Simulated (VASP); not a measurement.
# Co (P6/mmm) in VASP: notebook

Co is run at these levels: PBE; tasks: relaxation of cell and atoms.

Everything below comes from runs of VASP 6.6.1. Logs are shortened: lines on timing, memory, paths and dates and some standing lists are left out, and cuts for length are marked.

## Step 1: The cell of the first run

The structure is hexagonal, space group P6/mmm (No. 191). The conventional cell has a = 2.016 Å, b = 2.016 Å, c = 1.895 Å, α = 90.00°, β = 90.00°, γ = 120.00°. Co (site symmetry 6/mmm) has 8 Co at 1.89 to 2.02 Å within 2.5 Å.

This isn't the form of Co at room conditions, which is hcp.

## Step 2: Relaxation of cell and atoms, PBE, collinear spin, ferromagnetic start, target pressure 330 GPa, at which the enthalpy is minimised

Contents of INCAR:

```
  PREC = Accurate
  ENCUT = 600
  EDIFF = 1E-6
  ISMEAR = -1
  SIGMA = 0.08
  LREAL = False
  LASPH = True
  NELM = 150
  ALGO = Normal
  ISIF = 3
  LWAVE = False
  LCHARG = False
  ISPIN = 2
  MAGMOM = 1.7
  LORBIT = 11
  LMAXMIX = 4
  GGA = PE
  IBRION = 2
  NSW = 60
  EDIFFG = -0.005
  PSTRESS = 3300.0
```

Contents of KPOINTS:

```
regular mesh
0
Gamma
  22 22 20
```

Contents of POSCAR:

```
Co
1.0
    2.0156359919      0.0000000000      0.0000000000
   -1.0078179960      1.7455919738      0.0000000000
    0.0000000000      0.0000000000      1.8946978324
Co
1
Direct
    0.0000000000      0.0000000000      0.0000000000
```

Potentials or basis: VASP PAW PBE potentials, release 64 (Co).

Launch:

```bash
$ cat potpaw_PBE.64/Co/POTCAR > POTCAR
$ mpirun -np 1 vasp_std > vasp.out
```

OUTCAR:

```text
PREC = Accurate
   ENCUT = 600
   EDIFF = 1E-6
   ISMEAR = -1
   LREAL = False
   LASPH = True
   NELM = 150
   ISIF = 3
   ISPIN = 2
   LORBIT = 11
   GGA = PE
   IBRION = 2
   NSW = 60
   EDIFFG = -0.005
   PSTRESS = 3300.0

 ion  position               nearest neighbor table
   1  0.000  0.000  0.000-

  LATTYP: Found a hexagonal cell.
 ALAT       =     2.0156359919
 C/A-ratio  =     0.9400000000

  Lattice vectors:

 A1 = (   2.0156359919,   0.0000000000,   0.0000000000)
 A2 = (  -1.0078179960,   1.7455919738,   0.0000000000)
 A3 = (   0.0000000000,   0.0000000000,   1.8946978324)

Analysis of symmetry for initial positions (statically):
=====================================================================
 Subroutine PRICEL returns:
 Original cell was already a primitive cell.

 Routine SETGRP: Setting up the symmetry group for a
 hexagonal supercell.

 Subroutine GETGRP returns: Found 24 space group operations
 (whereof 24 operations were pure point group operations)
 out of a pool of 24 trial point group operations.

The static configuration has the point symmetry D_6h.

Analysis of symmetry for dynamics (positions and initial velocities):
=====================================================================
 Subroutine PRICEL returns:
 Original cell was already a primitive cell.

 Routine SETGRP: Setting up the symmetry group for a
 hexagonal supercell.

 Subroutine GETGRP returns: Found 24 space group operations
 (whereof 24 operations were pure point group operations)
 out of a pool of 24 trial point group operations.

The dynamic configuration has the point symmetry D_6h.

Analysis of structural, dynamic, and magnetic symmetry:
=====================================================================
 Subroutine PRICEL returns:
 Original cell was already a primitive cell.

 Routine SETGRP: Setting up the symmetry group for a
 hexagonal supercell.

 Subroutine GETGRP returns: Found 24 space group operations
 (whereof 24 operations were pure point group operations)
 out of a pool of 24 trial point group operations.

The overall configuration has the point symmetry D_6h.

 Subroutine INISYM returns: Found 24 space group operations
 (whereof 24 operations are pure point group operations),
 and found     1 'primitive' translations

----------------------------------------------------------------------------------------

                                     Primitive cell

  volume of cell :       6.6665

  direct lattice vectors                    reciprocal lattice vectors
     2.015635992  0.000000000  0.000000000     0.496121325  0.286435781  0.000000000
    -1.007817996  1.745591974  0.000000000     0.000000000  0.572871562  0.000000000
     0.000000000  0.000000000  1.894697832     0.000000000  0.000000000  0.527788644

  length of vectors
     2.015635992  2.015635992  1.894697832     0.572871562  0.572871562  0.527788644

  position of ions in fractional coordinates (direct lattice)
     0.000000000  0.000000000  0.000000000

  ion indices of the primitive-cell ions
   primitive index   ion index
                 1           1

----------------------------------------------------------------------------------------

 KPOINTS: regular mesh

Automatic generation of k-mesh.
 Grid dimensions read from file:
 generate k-points for:   22   22   20

 Generating k-lattice:

  Cartesian coordinates                     Fractional coordinates (reciprocal lattice)
     0.022550969  0.013019808  0.000000000     0.045454545 -0.000000000  0.000000000
     0.000000000  0.026039616  0.000000000     0.000000000  0.045454545  0.000000000
     0.000000000  0.000000000  0.026389432     0.000000000  0.000000000  0.050000000

  Length of vectors
     0.026039616  0.026039616  0.026389432

  Shift w.r.t. Gamma in fractional coordinates (k-lattice)
     0.000000000  0.000000000  0.000000000

 Subroutine IBZKPT returns following result:
 ===========================================

 Found    572 irreducible k-points:

 Following reciprocal coordinates:
            Coordinates               Weight
  0.000000  0.000000  0.000000      1.000000
  0.045455  0.000000  0.000000      6.000000
  0.090909  0.000000  0.000000      6.000000
  0.136364  0.000000  0.000000      6.000000
  0.181818  0.000000  0.000000      6.000000
  0.227273  0.000000  0.000000      6.000000
[... 16 lines left out ...]
  0.090909  0.090909  0.000000      6.000000
  0.136364  0.090909  0.000000     12.000000
 [... further k-points ...]
   k-points           NKPTS =    572   k-points in BZ     NKDIM =    572   number of bands    NBANDS=      9
   number of dos      NEDOS =    301   number of ions     NIONS =      1
   total plane-waves  NPLWV =   4096
   dimension x,y,z NGX =    16 NGY =   16 NGZ =   16
   dimension x,y,z NGXF=    32 NGYF=   32 NGZF=   32
   ions per type =               1
   NGX,Y,Z   is equivalent  to a cutoff of  13.20, 13.20, 14.04 a.u.
   NGXF,Y,Z  is equivalent  to a cutoff of  26.39, 26.39, 28.08 a.u.
 SYSTEM =  unknown system
   PREC   = accura    normal or accurate (medium, high low for compatibility)
   ISTART =      0    job   : 0-new  1-cont  2-samecut
   ICHARG =      2    charge: 1-file 2-atom 10-const
   ISPIN  =      2    spin polarized calculation?
   LNONCOLLINEAR =      F non collinear calculations
   LSORBIT =      F    spin-orbit coupling
   LASPH  =      T    aspherical Exc in radial PAW
   ENCUT  =  600.0 eV  44.10 Ry    6.64 a.u.   4.03  4.03  3.78*2*pi/ulx,y,z
   NELM   =    150;   NELMIN=  2; NELMDL= -5     # of ELM steps
   EDIFF  = 0.1E-05   stopping-criterion for ELM
   LREAL  =      F    real-space projection
   EDIFFG = -.5E-02   stopping-criterion for IOM
   NSW    =     60    number of steps for IOM
   IBRION =      2    ionic relax: 0-MD 1-quasi-New 2-CG
   NFREE  =      1    steps in history (QN), initial steepest desc. (CG)
   ISIF   =      3    stress and relaxation
   ISYM   =      2    0-nonsym 1-usesym 2-fastsym
   POTIM  = 0.5000    time-step for ionic-motion
   TEBEG  =    0.0;   TEEND  =   0.0 temperature during run
   PSTRESS= 3300.0 pullay stress
   NELECT =       9.0000    total number of electrons
   NUPDOWN=      -1.0000    fix difference up-down
   EMIN   =  10.00;   EMAX   =-10.00  energy-range for DOS
   EFERMI =   0.00;   METHOD = LEGACY
   ISMEAR =    -1;   SIGMA  =   0.08  broadening in eV -4-tet -1-fermi 0-gaus
   EFERMI_NEDOS =   21; number of points for ismear=-14 and -15
   IALGO  =     38    algorithm
   IMIX   =      4    mixing-type and parameters
     AMIX     =   0.40;   BMIX     =  1.00
     AMIX_MAG =   1.60;   BMIX_MAG =  1.00
  volume/ion in A,a.u.               =       6.67        44.99
  Fermi-wavevector in a.u.,A,eV,Ry     =   1.809356  3.419187 44.542342  3.273770
  Thomas-Fermi vector in A             =   2.868243
   LORBIT       =     11    0 simple, 1 ext, 2 COOP (PROOUT), +10 PAW based schemes
   GGA     = PE    functional components
   LHFCALC =     F    Hartree Fock is set to
   AEXX    =    0.0000 exact exchange contribution
   IVDW    =     0    specifies the selected vdW correction
   LEPSILON=     F    determine dielectric tensor
   LRPA    =     F    only Hartree local field effects (RPA)
 conjugate gradient relaxation of ions
 spin polarized calculation
  energy-cutoff  :      600.00
  volume of cell :        6.67
 maximum number of plane-waves:       232
   NGX =  9   NGY =  9   NGZ =  7

--------------------------------------- Ionic step        1  -------------------------------------------

 number of electron       9.0000004 magnetization       0.0021946

 number of electron       9.0000004 magnetization      -0.0010396

 Free energy of the ion-electron system (eV)
  ---------------------------------------------------
  ext. energy  EPLUGINS =         0.00000000
  ---------------------------------------------------
  free energy    TOTEN  =        -3.27749898 eV

  energy without entropy =       -3.25334215  energy(sigma->0) =       -3.26542057

------------------------ aborting loop because EDIFF is reached ----------------------------------------

  FORCE on cell =-STRESS in cart. coord.  units (eV):
  Direction    XX          YY          ZZ          XY          YZ          ZX
  --------------------------------------------------------------------------------------
  -------------------------------------------------------------------------------------
  Total       14.7192980     14.7192980     14.2096624     -0.0000000      0.0000000      0.0000000
  in kB     3537.5523904   3537.5523905   3415.0694839     -0.0000001      0.0000000      0.0000000
  external PRESSURE =     196.7247549 kB  Pullay stress =    3300.0000000 kB
[... 182 lines left out ...]
 number of electron       9.0000000 magnetization       0.0000195

 number of electron       9.0000000 magnetization      -0.0000238

 Free energy of the ion-electron system (eV)
  ---------------------------------------------------
  ext. energy  EPLUGINS =         0.00000000
  ---------------------------------------------------
  free energy    TOTEN  =        -3.47593332 eV

  energy without entropy =       -3.45120650  energy(sigma->0) =       -3.46356991

 E-fermi :  19.4172     XC(G=0): -16.3736

 val. band max:       19.4072154426   @ k =   0.3182   0.1364   0.3000
 cond. band min:      19.4282127189   @ k =   0.2273   0.1818   0.1000
 fundamental gap:      0.0209972763
 Fermi energy:        19.4172383532

 spin component 1

 k-point     1 :       0.0000    0.0000    0.0000
  band No.  band energies     occupation
      1       7.2942      1.00000
      2      12.0171      1.00000
      3      15.8618      1.00000
      4      15.8618      1.00000
      5      20.6098      0.00000
      6      20.6098      0.00000
      7      45.7632      0.00000
      8      47.4666      0.00000
      9      55.7063      0.00000
[... 265 lines left out ...]
 k-point    24 :       0.1364    0.0909    0.0000
  band No.  band energies     occupation
      1       9.3516      1.00000
      2      12.7332      1.00000
      3      14.6207      1.00000
      4      17.4458      1.00000
      5      19.6045      0.08782
      6      20.3864      0.00001
      7      42.6328      0.00000
      8      47.1789      0.00000
      9      50.5440      0.00000

 [... further k-points ...]

 spin component 2

 k-point     1 :       0.0000    0.0000    0.0000
  band No.  band energies     occupation
      1       7.2942      1.00000
      2      12.0171      1.00000
      3      15.8618      1.00000
      4      15.8618      1.00000
      5      20.6098      0.00000
      6      20.6098      0.00000
      7      45.7632      0.00000
      8      47.4666      0.00000
      9      55.7063      0.00000
[... 265 lines left out ...]
 k-point    24 :       0.1364    0.0909    0.0000
  band No.  band energies     occupation
      1       9.3516      1.00000
      2      12.7332      1.00000
      3      14.6207      1.00000
      4      17.4458      1.00000
      5      19.6045      0.08782
      6      20.3864      0.00001
      7      42.6328      0.00000
      8      47.1789      0.00000
      9      50.5440      0.00000

 [... further k-points ...]

------------------------ aborting loop because EDIFF is reached ----------------------------------------

  FORCE on cell =-STRESS in cart. coord.  units (eV):
  Direction    XX          YY          ZZ          XY          YZ          ZX
  --------------------------------------------------------------------------------------
  -------------------------------------------------------------------------------------
  Total       13.9276186     13.9276186     13.9249950     -0.0000000     -0.0000000      0.0000000
  in kB     3301.1751699   3301.1751701   3300.5533203     -0.0000001     -0.0000000      0.0000000
  external PRESSURE =       0.9678868 kB  Pullay stress =    3300.0000000 kB
[... 20 lines left out ...]
  energy  without entropy=       -3.4512065022  energy(sigma->0) =       -3.46356991

  enthalpy is  TOTEN    =        10.4467272140 eV   P V=       13.9226605337

 reached required accuracy - stopping structural energy minimisation

 total charge

# of ion       s       p       d       tot
------------------------------------------
    1        0.786   1.022   8.014   9.822

 magnetization (x)

# of ion       s       p       d       tot
------------------------------------------
    1       -0.000  -0.000   0.000   0.000
```

Wall time 98 s (1 thread of Intel Xeon Platinum 8488C (Sapphire Rapids), shared host); peak memory 0.21 GiB.

What came out:

| Quantity | Value |
| --- | --- |
| Free energy | -3.4759 eV |
| Relaxed volume | 6.76 Å³/atom |
| Relaxed cell | a = 2.029 Å, b = 2.029 Å, c = 1.897 Å, α = 90.00°, β = 90.00°, γ = 120.00° |
| Space group after relaxing (to 0.1 Å) | P6/mmm (No. 191) |
| Energy change on relaxing (the run minimises the enthalpy) | -198.4 meV/atom |
| Ionic steps | 6 |
| Pressure after relaxing | 330.1 GPa |
| Net moment | 0.00 μB per cell |

Step by step:
| step | energy change (eV) | largest force (eV/Å) | pressure (GPa) | volume (Å³) |
| --- | --- | --- | --- | --- |
| 1 | 0.0000 | 0.0000 | 349.67 | 6.67 |
| 2 | -1.3913 | 0.0000 | 209.42 | 7.49 |
| 3 | -0.2171 | 0.0000 | 328.28 | 6.77 |
| 4 | -0.2064 | 0.0000 | 329.39 | 6.76 |
| 5 | -0.1776 | 0.0000 | 331.73 | 6.75 |
| 6 | -0.1984 | 0.0000 | 330.10 | 6.76 |

Final structure:
```cif
data_structure
_symmetry_space_group_name_H-M 'P 1'
_symmetry_Int_Tables_number 1
_cell_length_a 2.0286
_cell_length_b 2.0286
_cell_length_c 1.8967
_cell_angle_alpha 90.000
_cell_angle_beta 90.000
_cell_angle_gamma 120.000
_cell_volume 6.76
loop_
_atom_site_label
_atom_site_type_symbol
_atom_site_fract_x
_atom_site_fract_y
_atom_site_fract_z
_atom_site_occupancy
Co1 Co 0.00000 0.00000 0.00000 1
```

Levels at points of the mesh, in eV from the Fermi level:
Spin up:
| k point | band 1 | band 2 | band 3 | band 4 | band 5 | band 6 | band 7 | band 8 | band 9 |
| --- | --- | --- | --- | --- | --- | --- | --- | --- | --- |
| (0.00, 0.00, 0.00) | -12.12 | -7.40 | -3.56 | -3.56 | 1.19 | 1.19 | 26.35 | 28.05 | 36.29 |
| (0.50, 0.00, 0.00) | -8.54 | -5.82 | -1.56 | -0.81 | 0.64 | 1.41 | 11.34 | 23.40 | 33.42 |
| (0.00, 0.00, 0.50) | -6.50 | -2.71 | -2.71 | -2.55 | -1.72 | -1.72 | 10.07 | 33.58 | 37.27 |
| (0.50, 0.00, 0.50) | -9.32 | -6.39 | -3.00 | 1.68 | 2.76 | 9.71 | 10.41 | 18.55 | 25.01 |
Spin down:
| k point | band 2 | band 3 | band 4 | band 5 | band 6 | band 7 |
| --- | --- | --- | --- | --- | --- | --- |
| (0.00, 0.00, 0.00) | -7.40 | -3.56 | -3.56 | 1.19 | 1.19 | 26.35 |
| (0.50, 0.00, 0.00) | -5.82 | -1.56 | -0.81 | 0.64 | 1.41 | 11.34 |
| (0.00, 0.00, 0.50) | -2.71 | -2.71 | -2.55 | -1.72 | -1.72 | 10.07 |
| (0.50, 0.00, 0.50) | -6.39 | -3.00 | 1.68 | 2.76 | 9.71 | 10.41 |

Caveat: the cell is relaxed towards a set pressure, so the run minimises the enthalpy, not the energy; atoms lie so close that the PAW spheres overlap strongly, which falsifies energies and pressures; the moments typed at the start vanished in this run.

## Step 3: Relaxation of cell and atoms, PBE, collinear spin, ferromagnetic start, target pressure 330 GPa, at which the enthalpy is minimised

This run uses another cell than the first one, of 6.80 Å³/atom.

Contents of INCAR:

```
SYSTEM = Co
PREC = Accurate
ENCUT = 600
EDIFF = 1E-6
ISMEAR = -1
SIGMA = 0.08
LREAL = .FALSE.
LASPH = .TRUE.
NELM = 150
ALGO = Normal
ISIF = 3
LWAVE = .FALSE.
LCHARG = .FALSE.
ISPIN = 2
MAGMOM = 1.7
LORBIT = 11
LMAXMIX = 4
GGA = PE
IBRION = 2
NSW = 32
EDIFFG = -0.005
PSTRESS = 3300.0
```

Contents of KPOINTS:

```
Automatic mesh
0
G
  22 22 20
  0 0 0
```

Contents of POSCAR:

```
Co
1.0
    2.0289429584      0.0000000000      0.0000000000
   -1.0144714792      1.7571161448      0.0000000000
    0.0000000000      0.0000000000      1.9085302407
Co
1
Direct
    0.0000000000      0.0000000000      0.0000000000
```

Potentials or basis: VASP PAW PBE potentials, release 64 (Co).

Launch:

```bash
$ cat potpaw_PBE.64/Co/POTCAR > POTCAR
$ mpirun -np 1 vasp_std > vasp.out
```

It took 6.2 min on 1 thread of Oxide Virtual Turin-like, shared host; peak memory 0.17 GiB.

It converged, with:

```
Free energy                                                : -3.4764 eV
Relaxed volume                                             : 6.76 Å³/atom
Relaxed cell                                               : a = 2.029 Å, b = 2.029 Å, c = 1.897 Å, α = 90.00°, β = 90.00°, γ = 120.00°
Space group after relaxing (to 0.1 Å)                      : P6/mmm (No. 191)
Energy change on relaxing (the run minimises the enthalpy) : +89.2 meV/atom
Ionic steps                                                : 11
Pressure after relaxing                                    : 330.0 GPa
Net moment                                                 : 0.00 μB per cell
```

Stress tensor (GPa, compression positive):
```
329.96   0.00   0.00
  0.00 329.96   0.00
  0.00   0.00 330.11
```

The path:
```csv
step,energy change (eV),largest force (eV/Å),pressure (GPa),volume (Å³)
1,0.0000,0.0000,321.43,6.80
2,0.7981,0.0000,398.09,6.45
3,0.0993,0.0000,331.48,6.75
4,0.1013,0.0000,331.45,6.75
5,0.1363,0.0000,334.81,6.74
6,0.1034,0.0000,331.56,6.75
7,0.0471,0.0000,325.36,6.78
8,0.0886,0.0000,329.93,6.76
9,0.0883,0.0000,329.89,6.76
10,0.0939,0.0000,330.50,6.76
11,0.0892,0.0000,330.01,6.76
```

Final structure:
```xyz
1
Lattice="2.0287 0.0000 0.0000 -1.0143 1.7569 0.0000 0.0000 0.0000 1.8966" Properties=species:S:1:pos:R:3 pbc="T T T"
Co    1.0143    1.7569    0.0000
```

Levels at points of the mesh, in eV from the Fermi level:
Spin up:
```csv
k point,band 1,band 2,band 3,band 4,band 5,band 6,band 7,band 8,band 9
"(0.00, 0.00, 0.00)",-12.12,-7.40,-3.56,-3.56,1.19,1.19,26.34,28.05,36.29
"(0.50, 0.00, 0.00)",-8.54,-5.82,-1.56,-0.81,0.64,1.41,11.33,23.39,33.42
"(0.00, 0.00, 0.50)",-6.50,-2.71,-2.71,-2.55,-1.73,-1.73,10.07,33.58,37.26
"(0.50, 0.00, 0.50)",-9.32,-6.38,-3.00,1.68,2.76,9.71,10.41,18.55,25.01
```
Spin down:
| k point | band 1 | band 2 | band 3 | band 4 | band 5 | band 6 | band 7 | band 8 | band 9 |
| --- | --- | --- | --- | --- | --- | --- | --- | --- | --- |
| (0.00, 0.00, 0.00) | -12.12 | -7.40 | -3.56 | -3.56 | 1.19 | 1.19 | 26.34 | 28.05 | 36.29 |
| (0.50, 0.00, 0.00) | -8.54 | -5.82 | -1.56 | -0.81 | 0.64 | 1.41 | 11.33 | 23.39 | 33.42 |
| (0.00, 0.00, 0.50) | -6.50 | -2.71 | -2.71 | -2.55 | -1.73 | -1.73 | 10.07 | 33.58 | 37.26 |
| (0.50, 0.00, 0.50) | -9.32 | -6.38 | -3.00 | 1.68 | 2.76 | 9.71 | 10.41 | 18.55 | 25.01 |

Caveat: the cell is relaxed towards a set pressure, so the run minimises the enthalpy, not the energy; atoms lie so close that the PAW spheres overlap strongly, which falsifies energies and pressures; the moments typed at the start vanished in this run.
